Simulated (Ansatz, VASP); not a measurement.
# KAgBr2 in VASP and in Ansatz

```xyz
4
Lattice="2.1856 1.2619 7.0693 -2.1856 1.2619 7.0693 0.0000 -2.5237 7.0693" Properties=species:S:1:pos:R:3 pbc="T T T"
K     2.1856    1.2619    7.0693
Ag    0.0000    0.0000   10.6040
Br    0.0000    0.0000    5.0417
Br    0.0000    0.0000   16.1663
```

Alike in both runs: task single point; functional PBE; k mesh 8 × 8 × 8; occupations fermi-dirac, width 0.02 eV; no spin polarisation.

```csv
,VASP,Ansatz
version,VASP 6.6.1,Ansatz 0.2.0
potentials or method,"VASP PAW PBE potentials, release 64 (K_sv, Ag, Br)","plane waves, PAW"
plane-wave cutoff (eV),520,420
valence electrons in the cell,34,42
```

```csv
,VASP,Ansatz,Ansatz less VASP
gap on the k mesh at the Fermi level (eV),2.24,2.25,+0.002
pressure (GPa),0.9,0.9,-0.01
"traceless stress, the component that is largest in VASP (GPa)",-0.10,-0.11,-0.010
rms of the force components (eV/Å),0.005,0.001,-0.0040
```

Atom by atom the forces differ by 0.004 eV/Å (rms over components). VASP's potentials hold 34 valence electrons a cell and Ansatz's 42, so a difference there can come from the potentials and not from the codes.
